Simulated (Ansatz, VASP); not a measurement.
# K: VASP beside Ansatz

File INCAR:

```
SYSTEM = K
PREC     = Accurate       ! precision mode
ENCUT    = 520            ! plane-wave cutoff, eV
EDIFF    = 1E-6           ! SCF threshold, eV
ISMEAR   = -1             ! smearing method
SIGMA    = 0.08           ! smearing width, eV
LREAL    = .False.        ! projectors in reciprocal space
LASPH    = .True.         ! aspherical terms in the spheres
NELM     = 60             ! most SCF steps
ALGO     = Normal         ! electronic algorithm
ISIF     = 2              ! what is computed and relaxed
LWAVE    = .False.        ! write WAVECAR
LCHARG   = .True.         ! write CHGCAR
GGA      = PS             ! functional
LELF     = .True.         ! ELF
LVHAR    = .True.       
NBANDS   = 10             ! bands
```

KPOINTS

```
Automatic mesh
0
Gamma
  10 10 10
  0 0 0
```

POSCAR

```
K
1.0
   -2.6441800000      2.6441800000      2.6180000000
    2.6441800000     -2.6441800000      2.6180000000
    2.6441800000      2.6441800000     -2.6180000000
K
1
Direct
    0.0000000000      0.0000000000      0.0000000000
```

Input for Ansatz:

```yaml
crystal:
  lattice:
    - [-2.64418, 2.64418, 2.618]
    - [2.64418, -2.64418, 2.618]
    - [2.64418, 2.64418, -2.618]
  atoms:
    - { symbol: K, position: [0.0, 0.0, 0.0] }
kpoints:
  mp_grid: { grid: [10, 10, 10] }
  band_path:
    path:
      - [0.0, 0.0, 0.0]
      - [0.0, 0.0, 0.5]
      - [-0.5, 0.5, 0.5]
      - [0.0, 0.0, 0.0]
      - [0.4950740124, 0.4950740124, -0.4950740124]
      - [-0.4950740124, 0.5049259876, 0.4950740124]
      - [-0.5, 0.5, 0.5]
      - [0.0, 0.0, 0.5]
      - [0.25, 0.25, 0.25]
    npoints: 5
scf:
  occupations: { method: fermi_dirac, width: 0.08 }
hamiltonian:
  xc: pbesol
  pseudopotentials: { kind: all_electron, lapw: { basis_error: 0.0005 } }
output:
  forces: true
  stress: true
  eigenvalues: true
```

Change from the starting cell: equal xx and yy strain of +1 %.

Alike in both runs: task single point; functional PBEsol; k mesh 10 × 10 × 10; occupations fermi-dirac, width 0.08 eV; no spin polarisation.

```csv
,VASP,Ansatz
version,VASP 6.6.1,Ansatz 0.2.0
potentials or method,"VASP PAW PBE potentials, release 64 (K_sv), cutoff 520 eV","all-electron LAPW, scalar-relativistic"
```

|  | VASP | Ansatz | Ansatz less VASP |
| --- | --- | --- | --- |
| pressure (GPa) | -0.1 | -0.1 | +0.01 |

VASP's potentials were made for PBE, not for PBEsol. Ansatz ran all-electron here, and VASP with PAW potentials.
